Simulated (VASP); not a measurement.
A run of VASP 6.6.1 is set up as follows.

Contents of INCAR:

```
SYSTEM = SnTe
ALGO = Normal ; EDIFF = 1E-6
ENCUT = 520 ; GGA = PS
ISIF = 2 ; ISMEAR = -1
IVDW = 13 ; LASPH = .TRUE.
LCHARG = .FALSE. ; LREAL = .FALSE.
LWAVE = .FALSE. ; NBANDS = 17
NELM = 60 ; PREC = Accurate
SIGMA = 0.05
```

The input KPOINTS:

```
k-points
0
G
  7 7 7
  0 0 0
```

POSCAR

```
SnTe
1.0
    0.0000000000      3.1157159456      3.1157159456
    3.1157159456      0.0000000000      3.1157159456
    3.1157159456      3.1157159456      0.0000000000
Te Sn
1 1
Direct
    0.5000000000      0.5000000000      0.5000000000
    0.0000000000      0.0000000000      0.0000000000
```

Potentials or basis: VASP PAW PBE potentials, release 64 (Te, Sn_d).

Launch:

```bash
$ cat potpaw_PBE.64/Te/POTCAR potpaw_PBE.64/Sn_d/POTCAR > POTCAR
$ mpirun -np 1 vasp_std > vasp.out
```

Question: Estimate the pressure.

Answer: 0.0 GPa.

Question: Predict the dispersion energy per atom.

Answer: -0.261 eV.

Caveat: the PAW data sets were made with another functional, which shifts forces and pressure a little.
